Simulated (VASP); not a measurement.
A run of VASP 6.6.1 is set up as follows.

INCAR

```
ALGO = Normal
EDIFF = 1E-7
ENCUT = 520
GGA = PE
ISIF = 2
ISMEAR = -1
LASPH = T
LCHARG = F
LREAL = Auto
LWAVE = F
NBANDS = 106
NELM = 60
PREC = Accurate
SIGMA = 0.01
```

KPOINTS

```
k-points
0
Gamma
  2 2 2
```

The input POSCAR:

```
HfO2
1.0
   -7.2086095853      0.0000000000      0.0000000000
    0.0000000000      7.2086095853      0.0000000000
    3.6043047926     -3.6043047926     -5.2639670990
Hf O
8 16
Direct
    1.0000000000      1.0000000000      0.5000000000
    1.0000000000      0.5000000000      0.5000000000
    0.5000000000      1.0000000000      0.5000000000
    0.5000000000      0.5000000000      0.5000000000
    0.5000000000      1.0000000000      1.0000000000
    0.5000000000      0.5000000000      1.0000000000
    1.0000000000      1.0000000000      1.0000000000
    1.0000000000      0.5000000000      1.0000000000
    0.6533739432      0.9033739432      0.3067478865
    0.6533739432      0.4033739432      0.3067478865
    0.1533739432      0.9033739432      0.3067478865
    0.1533739432      0.4033739432      0.3067478865
    0.8466260568      0.5966260568      0.1932521135
    0.8466260568      0.0966260568      0.1932521135
    0.3466260568      0.5966260568      0.1932521135
    0.3466260568      0.0966260568      0.1932521135
    0.0966260568      0.3466260568      0.6932521135
    0.0966260568      0.8466260568      0.6932521135
    0.5966260568      0.3466260568      0.6932521135
    0.5966260568      0.8466260568      0.6932521135
    0.9033739432      0.1533739432      0.8067478865
    0.9033739432      0.6533739432      0.8067478865
    0.4033739432      0.1533739432      0.8067478865
    0.4033739432      0.6533739432      0.8067478865
```

Potentials or basis: VASP PAW PBE potentials, release 64 (Hf_pv, O).

The run is started by

```sh
$ cat potpaw_PBE.64/Hf_pv/POTCAR potpaw_PBE.64/O/POTCAR > POTCAR
$ mpirun -np 1 vasp_std > vasp.out
```

(1) What does it give for the pressure?

(2) Estimate the largest force.

(3) Estimate the band gap on the k mesh.

## Answers

(1) -3.1 GPa.

(2) 0.048 eV/Å.

(3) 4.65 eV.

Caveat: the k points lie up to 0.60 Å⁻¹ apart; spin-orbit coupling is left out, which moves the levels of the heavy elements.
